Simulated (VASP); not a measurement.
# TaN (Fm-3m) in VASP: settings compared, part 2 of 2

VASP 6.6.1.

## 4. Single point, r2SCAN-based global hybrid with 15 % exact exchange

This run uses another cell than the first one, of 10.81 Å³/atom.

Input file POSCAR:

```
TaN
1.0
    0.0000000000      2.2113230000      2.2113230000
    2.2113230000      0.0000000000      2.2113230000
    2.2113230000      2.2113230000      0.0000000000
Ta N
1 1
Direct
    0.5000000000      0.5000000000      0.5000000000
    0.0000000000      0.0000000000      0.0000000000
```

Input file INCAR.step1:

```
PREC = Accurate
ENCUT = 520
EDIFF = 1E-5
ISMEAR = -1
SIGMA = 0.05
LREAL = False
LASPH = True
NELM = 100
ALGO = Normal
ISIF = 2
LWAVE = True
LCHARG = False
GGA = PE
NBANDS = 15
```

Input file INCAR.step2:

```
PREC = Accurate
ENCUT = 520
EDIFF = 1E-6
ISMEAR = -1
SIGMA = 0.05
LREAL = False
LASPH = True
NELM = 100
ALGO = Normal
ISIF = 2
LWAVE = False
LCHARG = False
METAGGA = R2SCAN
LHFCALC = True
AEXX = 0.15
LMIXTAU = True
PRECFOCK = Normal
ISTART = 1
NBANDS = 15
```

Input file KPOINTS:

```
Automatic mesh
0
Gamma
  6 6 6
```

Potentials or basis: VASP PAW PBE potentials, release 64 (Ta_pv, N).

The run is started by

```sh
$ cat potpaw_PBE.64/Ta_pv/POTCAR potpaw_PBE.64/N/POTCAR > POTCAR
$ cp INCAR.step1 INCAR
$ mpirun -np 1 vasp_std > vasp.out
$ cp INCAR.step2 INCAR
$ mpirun -np 1 vasp_std > vasp.out
```

OUTCAR:

```text
PREC = Accurate
   ENCUT = 520
   EDIFF = 1E-6
   ISMEAR = -1
   LREAL = False
   LASPH = True
   NELM = 100
   ISIF = 2
   METAGGA = R2SCAN
   LHFCALC = True
   AEXX = 0.15
   PRECFOCK = Normal
   ISTART = 1

 ion  position               nearest neighbor table
   1  0.500  0.500  0.500-   2 2.21   2 2.21   2 2.21   2 2.21   2 2.21   2 2.21
   2  0.000  0.000  0.000-   1 2.21   1 2.21   1 2.21   1 2.21   1 2.21   1 2.21

[... 473 lines left out ...]
     14      20.6180      0.00000
     15      20.9283      0.00000

------------------------ aborting loop because EDIFF is reached ----------------------------------------

  FORCE on cell =-STRESS in cart. coord.  units (eV):
  Direction    XX          YY          ZZ          XY          YZ          ZX
  --------------------------------------------------------------------------------------
  -------------------------------------------------------------------------------------
  Total       -1.1214842     -1.1214842     -1.1214842     -0.0000000      0.0000000      0.0000000
  in kB      -83.0839602    -83.0839602    -83.0839602     -0.0000000      0.0000000      0.0000000
  external PRESSURE =     -83.0839602 kB  Pullay stress =       0.0000000 kB

 VOLUME and BASIS-vectors are now :
 -----------------------------------------------------------------------------
  energy-cutoff  :      520.00
  volume of cell :       21.63
      direct lattice vectors                 reciprocal lattice vectors
     0.000000000  2.211323000  2.211323000    -0.226108985  0.226108985  0.226108985
     2.211323000  0.000000000  2.211323000     0.226108985 -0.226108985  0.226108985
     2.211323000  2.211323000  0.000000000     0.226108985  0.226108985 -0.226108985

 POSITION                                       TOTAL-FORCE (eV/Angst)
 -----------------------------------------------------------------------------------
      2.21132      2.21132      2.21132        -0.000000     -0.000000      0.000000
      0.00000      0.00000      0.00000         0.000000      0.000000      0.000000
 -----------------------------------------------------------------------------------
    total drift:                                0.000000      0.000000      0.000000

  FREE ENERGIE OF THE ION-ELECTRON SYSTEM (eV)
  ---------------------------------------------------
  free  energy   TOTEN  =       -57.3951991650 eV

  energy  without entropy=      -57.3920104114  energy(sigma->0) =      -57.39360479
```

OUTCAR.step1:

```text
PREC = Accurate
   ENCUT = 520
   EDIFF = 1E-5
   ISMEAR = -1
   LREAL = False
[... 498 lines left out ...]
      2.21132      2.21132      2.21132        -0.000000     -0.000000     -0.000000
      0.00000      0.00000      0.00000         0.000000      0.000000      0.000000
 -----------------------------------------------------------------------------------
    total drift:                                0.000000     -0.000000     -0.000000

  FREE ENERGIE OF THE ION-ELECTRON SYSTEM (eV)
  ---------------------------------------------------
  free  energy   TOTEN  =       -21.7714500215 eV

  energy  without entropy=      -21.7582543383  energy(sigma->0) =      -21.76485218
```

OSZICAR.step1:

```text
N       E                     dE             d eps       ncg     rms          rms(c)
DAV:   1     0.890371243173E+02    0.89037E+02   -0.89266E+03   480   0.113E+03
DAV:   2    -0.220242953382E+02   -0.11106E+03   -0.10435E+03   620   0.301E+02
DAV:   3    -0.247655559603E+02   -0.27413E+01   -0.26763E+01   515   0.431E+01
DAV:   4    -0.247760898607E+02   -0.10534E-01   -0.10532E-01   641   0.292E+00
DAV:   5    -0.247761580286E+02   -0.68168E-04   -0.68168E-04   522   0.213E-01    0.233E+01
DAV:   6    -0.218529210872E+02    0.29232E+01   -0.58959E+00   578   0.259E+01    0.958E+00
DAV:   7    -0.218059470698E+02    0.46974E-01   -0.60896E-01   522   0.599E+00    0.662E+00
DAV:   8    -0.217804405646E+02    0.25507E-01   -0.15641E-01   522   0.332E+00    0.167E+00
DAV:   9    -0.217715732306E+02    0.88673E-02   -0.25319E-02   557   0.131E+00    0.387E-01
DAV:  10    -0.217715026255E+02    0.70605E-04   -0.22591E-03   536   0.460E-01    0.538E-02
DAV:  11    -0.217714496783E+02    0.52947E-04   -0.10737E-04   571   0.123E-01    0.165E-02
DAV:  12    -0.217714500215E+02   -0.34319E-06   -0.93427E-06   311   0.273E-02
   1 F= -.21771450E+02 E0= -.21764852E+02  d E =-.131957E-01
```

Wall time 55 min (1 thread of Intel Xeon 8259CL, shared host); peak memory 0.17 GiB.

What came out:

```yaml
Free_energy: -57.3952 eV
Pressure: -8.3 GPa
Band_gap_on_the_k_mesh: zero (bands 8 and 9 overlap by 4.80 eV)
```

Caveat: the k points lie up to 0.41 Å⁻¹ apart, too coarse for converged energies and pressures of a metal; the PAW data sets were made with another functional, which shifts forces and pressure a little; spin-orbit coupling is left out, which moves the levels of the heavy elements.

## 5. Overview

```csv
level,potentials or basis,cell,k mesh,cutoff (eV),grid for exact exchange (PRECFOCK),share of exact exchange,screening parameter,gap on the mesh (eV),pressure (GPa)
BLYP+D3(BJ),"VASP PAW PBE potentials, release 64 (Ta_sv_GW, N)","a = 3.106 Å, angles 60.0°, 2 atoms",10 × 10 × 10,700,-,-,-,none,0.8
HSE06,"VASP PAW PBE potentials, release 64 (Ta_pv, N)","a = 3.106 Å, angles 60.0°, 2 atoms",6 × 6 × 6,520,Normal,0.25,0.2079 1/Å,none,-2.8
r2SCAN-based global hybrid with 15 % exact exchange,"VASP PAW PBE potentials, release 64 (Ta_pv, N)","a = 3.127 Å, angles 60.0°, 2 atoms",6 × 6 × 6,520,Normal,0.15,-,none,-8.3
```

Alike in all rows: task single point; no spin polarisation; smearing fermi-dirac 0.05 eV.

Caveats: some runs use coarse meshes; the PAW data sets were made with another functional, which shifts forces and pressure a little; spin-orbit coupling is left out, which moves the levels of the heavy elements; the dispersion term is far too large for a dense solid, which distorts pressure and volume (at least some runs).

Total energies depend on the potentials used, so only differences within one code and one set of settings carry meaning.
